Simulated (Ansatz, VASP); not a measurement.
## One calculation of AlNi, two programs

```
CELL_PARAMETERS angstrom
2.84644 -0.01328 -0.02367
-0.01328 2.86582 -0.00013
-0.02367 -0.00013 2.92475
ATOMIC_POSITIONS crystal
Al 0.99941 0.00325 0.00329
Ni 0.50145 0.48808 0.50615
```

Alike in both runs: task single point; functional PBE; k mesh 7 × 7 × 7; collinear spin.

|  | VASP | Ansatz |
| --- | --- | --- |
| version | VASP 6.6.1 | Ansatz 0.2.0 |
| potentials or method | VASP PAW PBE potentials, release 64 (Al, Ni), cutoff 520 eV | plane waves, PAW |
| occupations | fermi-dirac, width 0.1 eV | fermi-dirac |
| valence electrons in the cell | 13 | 21 |

```csv
,VASP,Ansatz,Ansatz less VASP
pressure (GPa),2.6,2.6,+0.01
"traceless stress, the component that is largest in VASP (GPa)",1.92,1.91,-0.010
rms of the force components (eV/Å),0.154,0.153,-0.0006
net moment per atom (μB),0.00,0.00,0.000
```

Atom by atom the forces differ by 0.001 eV/Å (rms over components). VASP's potentials hold 13 valence electrons a cell and Ansatz's 21, so a difference there can come from the potentials and not from the codes. Ansatz's warnings: seeded moment not kept, stress scf threshold loose.
